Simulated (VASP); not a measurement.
The system is Ti5C.

```
Ti C
1.0
     4.45546    0.00000    0.00000
    -2.22773    3.85854    0.00000
     0.00000    0.00000    5.81994
Ti C
5 1
Direct
  0.33333 0.66667 0.26169
  0.66667 0.33333 0.26169
  0.50000 0.00000 0.79265
  0.00000 0.50000 0.79265
  0.50000 0.50000 0.79265
  0.00000 0.00000 0.54815
```

The cell was built from a structure type or drawn by symmetry, and may not be a known phase.

```yaml
Program: VASP 6.6.1
Task: relaxation of cell and atoms
Functional: PBE
Potentials_or_basis: VASP PAW PBE potentials, release 64 (Ti_sv, C)
Cutoff: 600 eV
k_mesh: 6 × 6 × 4
Occupations: gaussian, width 0.1 eV
Spin: no spin polarisation
```

At the start: pressure 2.6 GPa; volume 16.68 Å³/atom.

Task: Where does the relaxation end?

Result: Over 17 steps the energy falls by 442.9 meV/atom and the volume is 17.93 Å³/atom (+7.5 %); space group P6mm (No. 183, to 0.1 Å) before, P6/mmm (No. 191, to 0.1 Å).

Step by step:
```
step  energy change (eV)  largest force (eV/Å)  pressure (GPa)  volume (Å³)
   1              0.0000                1.5237            2.61       100.05
   2             -1.5426                1.4732           -1.31       103.17
   3             -1.6824                1.4727           -1.33       103.87
   4             -1.6906                1.4710           -1.25       104.03
   5             -1.9273                1.3027            0.46       102.31
   6             -2.0464                0.8659            4.12       100.06
   7             -2.2039                0.8182            1.51       104.07
   8             -2.3039                0.7511           -2.37       112.03
   9             -2.4160                0.5384           -1.43       111.57
  10             -2.4833                0.3970           -0.43       110.53
  11             -2.4976                0.4176           -0.55       110.88
  12             -2.6023                0.2866           -0.36       109.18
  13             -2.6175                0.2106           -0.09       108.22
  14             -2.6331                0.1637            0.03       107.81
  15             -2.6546                0.0518            0.73       106.62
  16             -2.6478                0.0442           -1.53       109.48
  17             -2.6575                0.0329           -0.10       107.61
```

Final structure:
```cif
data_structure
_symmetry_space_group_name_H-M 'P 1'
_symmetry_Int_Tables_number 1
_cell_length_a 4.9123
_cell_length_b 4.9123
_cell_length_c 5.1491
_cell_angle_alpha 90.000
_cell_angle_beta 90.000
_cell_angle_gamma 120.000
_cell_volume 107.61
loop_
_atom_site_label
_atom_site_type_symbol
_atom_site_fract_x
_atom_site_fract_y
_atom_site_fract_z
_atom_site_occupancy
Ti1 Ti 0.33333 0.66667 0.24374 1
Ti2 Ti 0.66667 0.33333 0.24374 1
Ti3 Ti 0.50000 0.00000 0.74099 1
Ti4 Ti 0.00000 0.50000 0.74099 1
Ti5 Ti 0.50000 0.50000 0.74099 1
C1 C 0.00000 0.00000 0.73905 1
```
